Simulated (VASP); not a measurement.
# ZrPt (Cmcm) in VASP: electric field gradients with LDA

Aim: the electric field gradients of ZrPt with LDA.

All numbers are computed with VASP 6.6.1; they aren't measurements. Logs are shortened: lines on timing, memory, paths and dates and some standing lists are left out, and cuts for length are marked.

### Step 1. The cell of the first run

The structure is orthorhombic, space group Cmcm (No. 63). Conventional cell: a = 3.433 Å, b = 10.407 Å, c = 4.282 Å, α = 90.00°, β = 90.00°, γ = 90.00°. Zr (site symmetry m2m) has 7 Pt at 2.77 to 2.98 Å and 8 Zr at 3.43 to 3.64 Å within 3.7 Å. Within 3.7 Å of Pt (site symmetry m2m) lie 7 Zr at 2.77 to 2.98 Å and 4 Pt at 2.88 to 3.43 Å.

### Step 2. Electric field gradients, LDA

Input file INCAR:

```
SYSTEM = ZrPt
  ALGO = Normal
  EDIFF = 1E-8
  ENCUT = 520
  ISIF = 2
  ISMEAR = -1
  LASPH = .TRUE.
  LCHARG = .FALSE.
  LEFG = .TRUE.
  LREAL = .FALSE.
  LWAVE = .FALSE.
  NBANDS = 30
  NELM = 60
  PREC = Accurate
  SIGMA = 0.05
```

Input file KPOINTS:

```
k-points
0
G
  11 11 9
  0 0 0
```

Input file POSCAR:

```
ZrPt
1.0
    1.7166625600     -5.2034075150      0.0000000000
    1.7166625600      5.2034075150      0.0000000000
    0.0000000000      0.0000000000      4.2824315000
Zr Pt
2 2
Direct
    0.8587498400      0.1412501600      0.7500000000
    0.1412501600      0.8587498400      0.2500000000
    0.5922648800      0.4077351200      0.7500000000
    0.4077351200      0.5922648800      0.2500000000
```

Potentials or basis: VASP PAW LDA potentials, release 64 (Zr_sv, Pt).

Run with:

```
cat potpaw_LDA.64/Zr_sv/POTCAR potpaw_LDA.64/Pt/POTCAR > POTCAR
mpirun -np 1 vasp_std > vasp.out
```

OUTCAR:

```text
SYSTEM = ZrPt
   EDIFF = 1E-8
   ENCUT = 520
   ISIF = 2
   ISMEAR = -1
   LASPH = .TRUE.
   LREAL = .FALSE.
   NELM = 60
   PREC = Accurate

 ion  position               nearest neighbor table
   1  0.859  0.141  0.750-   3 2.77   4 2.79   4 2.79   4 2.79   4 2.79   3 2.98   3 2.98   2 3.56
                             2 3.56   2 3.56   2 3.56   2 3.64   2 3.64
   2  0.141  0.859  0.250-   4 2.77   3 2.79   3 2.79   3 2.79   3 2.79   4 2.98   4 2.98   1 3.56
                             1 3.56   1 3.56   1 3.56   1 3.64   1 3.64
   3  0.592  0.408  0.750-   1 2.77   2 2.79   2 2.79   2 2.79   2 2.79   4 2.88   4 2.88   1 2.98
                             1 2.98
   4  0.408  0.592  0.250-   2 2.77   1 2.79   1 2.79   1 2.79   1 2.79   3 2.88   3 2.88   2 2.98
                             2 2.98

  LATTYP: Found a base centered orthorhombic cell.
 ALAT       =     3.4333251200
 B/A-ratio  =     3.0311184249
 C/A-ratio  =     1.2473131295

  Lattice vectors:

 A1 = (   1.7166625600,  -5.2034075150,   0.0000000000)
 A2 = (   1.7166625600,   5.2034075150,   0.0000000000)
 A3 = (   0.0000000000,   0.0000000000,   4.2824315000)

Analysis of symmetry for initial positions (statically):
=====================================================================
 Subroutine PRICEL returns:
 Original cell was already a primitive cell.

 Routine SETGRP: Setting up the symmetry group for a
 base centered orthorhombic supercell.

 Subroutine GETGRP returns: Found  8 space group operations
 (whereof  4 operations were pure point group operations)
 out of a pool of  8 trial point group operations.

The static configuration has the point symmetry C_2h.
 The point group associated with its full space group is D_2h.

Analysis of symmetry for dynamics (positions and initial velocities):
=====================================================================
 Subroutine PRICEL returns:
 Original cell was already a primitive cell.

 Routine SETGRP: Setting up the symmetry group for a
 base centered orthorhombic supercell.

 Subroutine GETGRP returns: Found  8 space group operations
 (whereof  4 operations were pure point group operations)
 out of a pool of  8 trial point group operations.

The dynamic configuration has the point symmetry C_2h.
 The point group associated with its full space group is D_2h.

 Subroutine INISYM returns: Found  8 space group operations
 (whereof  4 operations are pure point group operations),
 and found     1 'primitive' translations
[... 142 lines left out ...]
  ---------------------------------------------------
  free energy    TOTEN  =       -37.95313023 eV

  energy without entropy =      -37.93829473  energy(sigma->0) =      -37.94571248

 E-fermi :   9.9722     XC(G=0): -12.2346

 val. band max:        9.9511095276   @ k =  -0.4545   0.0909   0.0000
 cond. band min:       9.9768762901   @ k =  -0.1818   0.0909   0.3333
 fundamental gap:      0.0257667625
 Fermi energy:         9.9722121413

 k-point     1 :       0.0000    0.0000    0.0000
  band No.  band energies     occupation
      1     -39.0170      2.00000
      2     -38.9811      2.00000
      3     -17.2776      2.00000
      4     -17.2604      2.00000
      5     -17.1195      2.00000
      6     -17.0754      2.00000
[... 781 lines left out ...]
     29      13.7231      0.00000
     30      14.1692      0.00000

 [... further k-points ...]
[... 5 lines left out ...]
  --------------------------------------------------------------------------------------
  -------------------------------------------------------------------------------------
  Total       -3.0540128     -3.7171028     -3.5601397      0.0000000      0.0000000      0.0000000
  in kB      -63.9570234    -77.8434289    -74.5563127      0.0000000      0.0000000      0.0000000
  external PRESSURE =     -72.1189217 kB  Pullay stress =       0.0000000 kB

 VOLUME and BASIS-vectors are now :
 -----------------------------------------------------------------------------
  energy-cutoff  :      520.00
  volume of cell :       76.51
      direct lattice vectors                 reciprocal lattice vectors
     1.716662560 -5.203407515  0.000000000     0.291262833 -0.096090879  0.000000000
     1.716662560  5.203407515  0.000000000     0.291262833  0.096090879  0.000000000
     0.000000000  0.000000000  4.282431500     0.000000000  0.000000000  0.233512200

 POSITION                                       TOTAL-FORCE (eV/Angst)
 -----------------------------------------------------------------------------------
      1.71666     -3.73344      3.21182         0.000000     -0.039305     -0.000000
      1.71666      3.73344      1.07061         0.000000      0.039305     -0.000000
      1.71666     -0.96018      3.21182         0.000000      0.083968      0.000000
      1.71666      0.96018      1.07061         0.000000     -0.083968      0.000000
 -----------------------------------------------------------------------------------
    total drift:                                0.000000      0.000000      0.000000

  FREE ENERGIE OF THE ION-ELECTRON SYSTEM (eV)
  ---------------------------------------------------
  free  energy   TOTEN  =       -37.9531302283 eV

  energy  without entropy=      -37.9382947327  energy(sigma->0) =      -37.94571248

 Electric field gradients (V/A^2)
---------------------------------------------------------------------
 ion       V_xx      V_yy      V_zz      V_xy      V_xz      V_yz
---------------------------------------------------------------------
   1      11.547    -7.409    -4.138     0.000     0.000     0.000
   2      11.547    -7.409    -4.138    -0.000     0.000    -0.000
   3     280.768  -170.133  -110.635    -0.000    -0.000     0.000
   4     280.768  -170.133  -110.635     0.000    -0.000     0.000
---------------------------------------------------------------------

 Electric field gradients after diagonalization (V/A^2)
 (convention: |V_zz| > |V_xx| > |V_yy|)
----------------------------------------------------------------------
 ion       V_xx      V_yy      V_zz     asymmetry (V_yy - V_xx)/ V_zz
----------------------------------------------------------------------
   1      -7.409    -4.138    11.547       0.283
   2      -7.409    -4.138    11.547       0.283
   3    -170.133  -110.635   280.768       0.212
   4    -170.133  -110.635   280.768       0.212
----------------------------------------------------------------------

           NMR quadrupolar parameters

 Cq : quadrupolar parameter    Cq=e*Q*V_zz/h
 eta: asymmetry parameters     (V_yy - V_xx)/ V_zz
 Q  : nuclear electric quadrupole moment in mb (millibarn)
----------------------------------------------------------------------
 ion       Cq(MHz)       eta       Q (mb)
----------------------------------------------------------------------
   1       0.028       0.283       1.000
   2       0.028       0.283       1.000
   3       0.679       0.212       1.000
   4       0.679       0.212       1.000
----------------------------------------------------------------------
```

It took 8.6 min on 1 thread of Intel Xeon Platinum 8259CL at 2.50GHz (Skylake/Cascade Lake), shared host; peak memory 0.46 GiB.

Results:

```
Free energy                             : -37.9531 eV
Pressure                                : -7.2 GPa
Largest force                           : 0.084 eV/Å
Band gap on the k mesh                  : zero (bands 22 and 23 overlap by 1.52 eV)
Largest electric field gradient by atom : Zr +11.5; Pt +280.8 V/Å²
```

Forces on the atoms (eV/Å):
```
Zr   0.000 -0.039  0.000
Zr   0.000  0.039  0.000
Pt   0.000  0.084  0.000
Pt   0.000 -0.084  0.000
```

Electric field gradients, principal values (V/Å²):
| atom | least | middle | greatest (by size) |
| --- | --- | --- | --- |
| 1 Zr | -4.138 | -7.409 | 11.547 |
| 2 Zr | -4.138 | -7.409 | 11.547 |
| 3 Pt | -110.635 | -170.133 | 280.768 |
| 4 Pt | -110.635 | -170.133 | 280.768 |

Caveat: the cell stands under tension; without QUAD_EFG the Cq values of the log hold for a quadrupole moment of 1 mb, not for the nuclei; spin-orbit coupling is left out, which moves the levels of the heavy elements.

The gap in the log of VASP goes by the Fermi energy; the results here count the filled bands.